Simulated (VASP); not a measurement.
Input of a VASP 6.6.1 run:

The input INCAR:

```
ALGO = Fast ; EDIFF = 1E-6
EDIFFG = -0.04 ; ENCUT = 600
GGA = PE ; IBRION = 2
ISIF = 3 ; ISMEAR = 0
LASPH = True ; LCHARG = False
LREAL = False ; LWAVE = False
NELM = 100 ; NSW = 90
PREC = Accurate ; SIGMA = 0.1
```

The input KPOINTS:

```
k-points
0
Gamma
  6 6 6
```

File POSCAR:

```
Sr3Rh
1.0
   -2.3164356039      2.3164356039      5.1743756348
    2.3164356039     -2.3164356039      5.1743756348
    2.3164356039      2.3164356039     -5.1743756348
Sr Rh
3 1
Direct
    0.5000000000      0.5000000000      0.0000000000
    0.2500000000      0.7500000000      0.5000000000
    0.7500000000      0.2500000000      0.5000000000
    0.0000000000      0.0000000000      0.0000000000
```

Potentials or basis: VASP PAW PBE potentials, release 64 (Sr_sv, Rh_pv).

The run is started by

```sh
$ cat potpaw_PBE.64/Sr_sv/POTCAR potpaw_PBE.64/Rh_pv/POTCAR > POTCAR
$ mpirun -np 1 vasp_std > vasp.out
```

Q: Estimate the relaxed cell.

A: a = 6.167 Å, b = 6.167 Å, c = 6.167 Å, α = 129.92°, β = 129.92°, γ = 73.54°.

Q: What does it give for the band gap on the k mesh?

A: Zero (an odd number of electrons rules out a gap without spin polarisation).

Final structure:
```cif
data_structure
_symmetry_space_group_name_H-M 'P 1'
_symmetry_Int_Tables_number 1
_cell_length_a 6.1665
_cell_length_b 6.1665
_cell_length_c 6.1665
_cell_angle_alpha 129.918
_cell_angle_beta 129.918
_cell_angle_gamma 73.538
_cell_volume 134.61
loop_
_atom_site_label
_atom_site_type_symbol
_atom_site_fract_x
_atom_site_fract_y
_atom_site_fract_z
_atom_site_occupancy
Sr1 Sr 0.50000 0.50000 0.00000 1
Sr2 Sr 0.25000 0.75000 0.50000 1
Sr3 Sr 0.75000 0.25000 0.50000 1
Rh1 Rh 0.00000 0.00000 0.00000 1
```
